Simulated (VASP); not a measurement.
# LuTlN (Pmmn) in VASP: single point with PBE

Aim: the single point of LuTlN with PBE.

All numbers are computed with VASP 6.6.1; they aren't measurements. Logs are shortened: lines on timing, memory, paths and dates and some standing lists are left out, and cuts for length are marked.

## 1. The cell of the first run

The structure is orthorhombic, space group Pmmn (No. 59). Conventional cell: a = 3.427 Å, b = 3.842 Å, c = 8.730 Å, α = 90.00°, β = 90.00°, γ = 90.00°. N (site symmetry mm2) has 4 Lu at 1.96 to 1.97 Å and 4 N at 2.63 Å within 2.7 Å. Within 2.7 Å of Lu (site symmetry mm2) lie 4 N at 1.96 to 1.97 Å and 2 Tl at 2.67 Å. Within 3.6 Å of Tl (site symmetry mm2) lie 2 Lu at 2.67 Å and 5 N at 3.01 to 3.58 Å and 2 Tl at 3.43 Å.

## 2. Single point, PBE

Input file INCAR:

```
SYSTEM = LuTlN
PREC = Accurate
ENCUT = 520
EDIFF = 1E-7
ISMEAR = -1
SIGMA = 0.0237
LREAL = .False.
LASPH = .True.
NELM = 60
ALGO = Normal
ISIF = 2
LWAVE = .False.
LCHARG = .False.
GGA = PE
NBANDS = 52
```

Input file KPOINTS:

```
regular mesh
0
Gamma
  9 10 4
  0 0 0
```

Input file POSCAR:

```
LuTlN
1.0
    3.8420500000      0.0000000000      0.0000000000
    0.0000000000      3.4267460000      0.0000000000
    0.0000000000      0.0000000000      8.7301600000
N Lu Tl
2 2 2
Direct
    0.0000000000      0.0000000000      0.9700000000
    0.5000000000      0.5000000000      0.0300000000
    0.0000000000      0.5000000000      0.0800000000
    0.5000000000      0.0000000000      0.9200000000
    0.0000000000      0.0000000000      0.3150000000
    0.5000000000      0.5000000000      0.6850000000
```

Potentials or basis: VASP PAW PBE potentials, release 64 (N, Lu, Tl_d).

Run with:

```sh
> cat potpaw_PBE.64/N/POTCAR potpaw_PBE.64/Lu/POTCAR potpaw_PBE.64/Tl_d/POTCAR > POTCAR
> mpirun -np 1 vasp_std > vasp.out
```

OUTCAR:

```text
SYSTEM = LuTlN
   PREC = Accurate
   ENCUT = 520
   EDIFF = 1E-7
   ISMEAR = -1
   LREAL = .False.
   LASPH = .True.
   NELM = 60
   ISIF = 2
   GGA = PE

 ion  position               nearest neighbor table
   1  0.000  0.000  0.970-   3 1.96   3 1.96   4 1.97   4 1.97
   2  0.500  0.500  0.030-   4 1.96   4 1.96   3 1.97   3 1.97
   3  0.000  0.500  0.080-   1 1.96   1 1.96   2 1.97   2 1.97   5 2.67   5 2.67   4 2.93   4 2.93
                             4 2.93   4 2.93   6 3.95   6 3.95
   4  0.500  0.000  0.920-   2 1.96   2 1.96   1 1.97   1 1.97   6 2.67   6 2.67   3 2.93   3 2.93
                             3 2.93   3 2.93   5 3.95   5 3.95
   5  0.000  0.000  0.315-   3 2.67   3 2.67   4 3.95   4 3.95   6 4.13   6 4.13   6 4.13   6 4.13

   6  0.500  0.500  0.685-   4 2.67   4 2.67   3 3.95   3 3.95   5 4.13   5 4.13   5 4.13   5 4.13

  LATTYP: Found a simple orthorhombic cell.
 ALAT       =     3.4267460000
 B/A-ratio  =     1.1211948595
 C/A-ratio  =     2.5476530796

  Lattice vectors:

 A1 = (   0.0000000000,  -3.4267460000,   0.0000000000)
 A2 = (   3.8420500000,   0.0000000000,   0.0000000000)
 A3 = (   0.0000000000,   0.0000000000,   8.7301600000)

Analysis of symmetry for initial positions (statically):
=====================================================================
 Subroutine PRICEL returns:
 Original cell was already a primitive cell.

 Routine SETGRP: Setting up the symmetry group for a
 simple orthorhombic supercell.

 Subroutine GETGRP returns: Found  8 space group operations
 (whereof  4 operations were pure point group operations)
 out of a pool of  8 trial point group operations.

The static configuration has the point symmetry C_2v.
 The point group associated with its full space group is D_2h.

Analysis of symmetry for dynamics (positions and initial velocities):
=====================================================================
 Subroutine PRICEL returns:
 Original cell was already a primitive cell.

 Routine SETGRP: Setting up the symmetry group for a
 simple orthorhombic supercell.

 Subroutine GETGRP returns: Found  8 space group operations
 (whereof  4 operations were pure point group operations)
 out of a pool of  8 trial point group operations.

The dynamic configuration has the point symmetry C_2v.
 The point group associated with its full space group is D_2h.

 Subroutine INISYM returns: Found  8 space group operations
 (whereof  4 operations are pure point group operations),
 and found     1 'primitive' translations

----------------------------------------------------------------------------------------

                                     Primitive cell

  volume of cell :     114.9389

  direct lattice vectors                    reciprocal lattice vectors
     3.842050000  0.000000000  0.000000000     0.260277716  0.000000000  0.000000000
     0.000000000  3.426746000  0.000000000     0.000000000  0.291822038  0.000000000
     0.000000000  0.000000000  8.730160000     0.000000000  0.000000000  0.114545438

  length of vectors
     3.842050000  3.426746000  8.730160000     0.260277716  0.291822038  0.114545438

  position of ions in fractional coordinates (direct lattice)
     0.000000000  0.000000000  0.970000000
     0.500000000  0.500000000  0.030000000
     0.000000000  0.500000000  0.080000000
     0.500000000  0.000000000  0.920000000
     0.000000000  0.000000000  0.315000000
     0.500000000  0.500000000  0.685000000

  ion indices of the primitive-cell ions
   primitive index   ion index
                 1           1
                 2           2
                 3           3
                 4           4
                 5           5
                 6           6

----------------------------------------------------------------------------------------

 KPOINTS: regular mesh

Automatic generation of k-mesh.
 Grid dimensions read from file:
 generate k-points for:    9   10    4

 Generating k-lattice:

  Cartesian coordinates                     Fractional coordinates (reciprocal lattice)
     0.028919746  0.000000000  0.000000000     0.111111111  0.000000000  0.000000000
     0.000000000  0.029182204  0.000000000     0.000000000  0.100000000  0.000000000
     0.000000000  0.000000000  0.028636359     0.000000000  0.000000000  0.250000000

  Length of vectors
     0.028919746  0.029182204  0.028636359

  Shift w.r.t. Gamma in fractional coordinates (k-lattice)
     0.000000000  0.000000000  0.000000000

 Subroutine IBZKPT returns following result:
 ===========================================

 Found     90 irreducible k-points:

 Following reciprocal coordinates:
            Coordinates               Weight
  0.000000  0.000000  0.000000      1.000000
  0.111111  0.000000  0.000000      2.000000
  0.222222  0.000000  0.000000      2.000000
  0.333333  0.000000  0.000000      2.000000
  0.444444  0.000000  0.000000      2.000000
  0.000000  0.100000  0.000000      2.000000
[... 16 lines left out ...]
  0.222222  0.400000  0.000000      4.000000
  0.333333  0.400000  0.000000      4.000000
 [... further k-points ...]
   k-points           NKPTS =     90   k-points in BZ     NKDIM =     90   number of bands    NBANDS=     52
   number of dos      NEDOS =    301   number of ions     NIONS =      6
   total plane-waves  NPLWV =  58800
   dimension x,y,z NGX =    30 NGY =   28 NGZ =   70
   dimension x,y,z NGXF=    60 NGYF=   56 NGZF=  140
   ions per type =               2   2   2
   NGX,Y,Z   is equivalent  to a cutoff of  12.98, 13.58, 13.33 a.u.
   NGXF,Y,Z  is equivalent  to a cutoff of  25.96, 27.17, 26.66 a.u.
 SYSTEM =  LuTlN
   PREC   = accura    normal or accurate (medium, high low for compatibility)
   ISTART =      0    job   : 0-new  1-cont  2-samecut
   ICHARG =      2    charge: 1-file 2-atom 10-const
   ISPIN  =      1    spin polarized calculation?
   LNONCOLLINEAR =      F non collinear calculations
   LSORBIT =      F    spin-orbit coupling
   LASPH  =      T    aspherical Exc in radial PAW
   ENCUT  =  520.0 eV  38.22 Ry    6.18 a.u.   7.14  6.37 16.23*2*pi/ulx,y,z
   NELM   =     60;   NELMIN=  2; NELMDL= -5     # of ELM steps
   EDIFF  = 0.1E-06   stopping-criterion for ELM
   LREAL  =      F    real-space projection
   EDIFFG = 0.1E-05   stopping-criterion for IOM
   NSW    =      0    number of steps for IOM
   IBRION =     -1    ionic relax: 0-MD 1-quasi-New 2-CG
   NFREE  =      0    steps in history (QN), initial steepest desc. (CG)
   ISIF   =      2    stress and relaxation
   ISYM   =      2    0-nonsym 1-usesym 2-fastsym
   POTIM  = 0.5000    time-step for ionic-motion
   TEBEG  =    0.0;   TEEND  =   0.0 temperature during run
   PSTRESS=    0.0 pullay stress
   NELECT =      86.0000    total number of electrons
   NUPDOWN=      -1.0000    fix difference up-down
   EMIN   =  10.00;   EMAX   =-10.00  energy-range for DOS
   EFERMI =   0.00;   METHOD = LEGACY
   ISMEAR =    -1;   SIGMA  =   0.02  broadening in eV -4-tet -1-fermi 0-gaus
   EFERMI_NEDOS =   21; number of points for ismear=-14 and -15
   IALGO  =     38    algorithm
   IMIX   =      4    mixing-type and parameters
     AMIX     =   0.40;   BMIX     =  1.00
     AMIX_MAG =   1.60;   BMIX_MAG =  1.00
  volume/ion in A,a.u.               =      19.16       129.27
  Fermi-wavevector in a.u.,A,eV,Ry     =   1.486227  2.808563 30.053528  2.208872
  Thomas-Fermi vector in A             =   2.599540
   LORBIT       =      0    0 simple, 1 ext, 2 COOP (PROOUT), +10 PAW based schemes
   GGA     = PE    functional components
   LHFCALC =     F    Hartree Fock is set to
   AEXX    =    0.0000 exact exchange contribution
   IVDW    =     0    specifies the selected vdW correction
   LEPSILON=     F    determine dielectric tensor
   LRPA    =     F    only Hartree local field effects (RPA)
 non-spin polarized calculation
  energy-cutoff  :      520.00
  volume of cell :      114.94
 maximum number of plane-waves:      3123
 NGX is ok and might be reduce to    30
   NGX = 15   NGY = 13   NGZ = 33

 number of electron      86.0000011 magnetization

 Free energy of the ion-electron system (eV)
  ---------------------------------------------------
  ext. energy  EPLUGINS =         0.00000000
  ---------------------------------------------------
  free energy    TOTEN  =       -27.20913319 eV

  energy without entropy =      -27.20184481  energy(sigma->0) =      -27.20548900

 E-fermi :   4.7491     XC(G=0): -10.7255

 val. band max:        4.7408356967   @ k =   0.3333   0.0000   0.0000
 cond. band min:       4.7610284197   @ k =   0.3333   0.2000   0.2500
 fundamental gap:      0.0201927230
 Fermi energy:         4.7491224928

 k-point     1 :       0.0000    0.0000    0.0000
  band No.  band energies     occupation
      1     -49.5629      2.00000
      2     -49.3523      2.00000
      3     -21.1680      2.00000
      4     -21.0711      2.00000
      5     -20.9566      2.00000
      6     -20.4598      2.00000
[... 44 lines left out ...]
     51      11.3754      0.00000
     52      11.9727      0.00000

 k-point     2 :       0.1111    0.0000    0.0000
  band No.  band energies     occupation
      1     -49.5562      2.00000
      2     -49.3582      2.00000
      3     -21.2442      2.00000
      4     -21.1157      2.00000
      5     -20.9308      2.00000
      6     -20.4017      2.00000
[... 44 lines left out ...]
     51      11.4726      0.00000
     52      11.8539      0.00000

 k-point     3 :       0.2222    0.0000    0.0000
  band No.  band energies     occupation
      1     -49.5369      2.00000
      2     -49.3754      2.00000
      3     -21.3941      2.00000
      4     -21.2359      2.00000
      5     -20.8567      2.00000
      6     -20.2922      2.00000
[... 44 lines left out ...]
     51      11.2867      0.00000
     52      11.6012      0.00000
[... 1046 lines left out ...]
 k-point    23 :       0.2222    0.4000    0.0000
  band No.  band energies     occupation
      1     -49.4646      2.00000
      2     -49.4146      2.00000
      3     -21.7162      2.00000
      4     -21.6775      2.00000
      5     -20.8036      2.00000
      6     -20.5472      2.00000
[... 44 lines left out ...]
     51      10.4887      0.00000
     52      11.1470      0.00000

 k-point    24 :       0.3333    0.4000    0.0000
  band No.  band energies     occupation
      1     -49.4544      2.00000
      2     -49.4217      2.00000
      3     -21.8495      2.00000
      4     -21.8212      2.00000
      5     -20.7650      2.00000
      6     -20.5899      2.00000
[... 44 lines left out ...]
     51       9.8646      0.00000
     52      10.6603      0.00000

 [... further k-points ...]

------------------------ aborting loop because EDIFF is reached ----------------------------------------

  FORCE on cell =-STRESS in cart. coord.  units (eV):
  Direction    XX          YY          ZZ          XY          YZ          ZX
  --------------------------------------------------------------------------------------
  -------------------------------------------------------------------------------------
  Total       35.9222488     36.9360338     27.2596503      0.0000000      0.0000000      0.0000000
  in kB      500.7338703    514.8654046    379.9826191      0.0000000      0.0000000      0.0000000
  external PRESSURE =     465.1939647 kB  Pullay stress =       0.0000000 kB

 VOLUME and BASIS-vectors are now :
 -----------------------------------------------------------------------------
  energy-cutoff  :      520.00
  volume of cell :      114.94
      direct lattice vectors                 reciprocal lattice vectors
     3.842050000  0.000000000  0.000000000     0.260277716  0.000000000  0.000000000
     0.000000000  3.426746000  0.000000000     0.000000000  0.291822038  0.000000000
     0.000000000  0.000000000  8.730160000     0.000000000  0.000000000  0.114545438

 POSITION                                       TOTAL-FORCE (eV/Angst)
 -----------------------------------------------------------------------------------
      0.00000      0.00000      8.46826         0.000000      0.000000     -1.650134
      1.92102      1.71337      0.26190         0.000000      0.000000      1.650134
      0.00000      1.71337      0.69841         0.000000      0.000000      3.540973
      1.92102      0.00000      8.03175         0.000000      0.000000     -3.540973
      0.00000      0.00000      2.75000         0.000000      0.000000      4.486899
      1.92102      1.71337      5.98016         0.000000      0.000000     -4.486899
 -----------------------------------------------------------------------------------
    total drift:                                0.000000      0.000000      0.000000

  FREE ENERGIE OF THE ION-ELECTRON SYSTEM (eV)
  ---------------------------------------------------
  free  energy   TOTEN  =       -27.2091331936 eV

  energy  without entropy=      -27.2018448054  energy(sigma->0) =      -27.20548900
```

Run time: 11 min. Hardware: 1 thread of Intel Xeon Platinum 8488C (Sapphire Rapids), shared host; peak memory 0.56 GiB.

What came out:

* Free energy: -27.2091 eV
* Pressure: 46.5 GPa
* Largest force: 4.487 eV/Å
* Band gap on the k mesh: zero (bands 43 and 44 overlap by 2.02 eV)

Forces on the atoms (eV/Å):
```
N    0.000  0.000 -1.650
N    0.000  0.000  1.650
Lu   0.000  0.000  3.541
Lu   0.000  0.000 -3.541
Tl   0.000  0.000  4.487
Tl   0.000  0.000 -4.487
```

Caveat: the stress differs along the axes, from 38 to 51 GPa; spin-orbit coupling is left out, which moves the levels of the heavy elements; forces of over 1 eV/Å act on the atoms, so gaps and moduli don't describe the material at rest.

The gap in the log of VASP goes by the Fermi energy; the results here count the filled bands.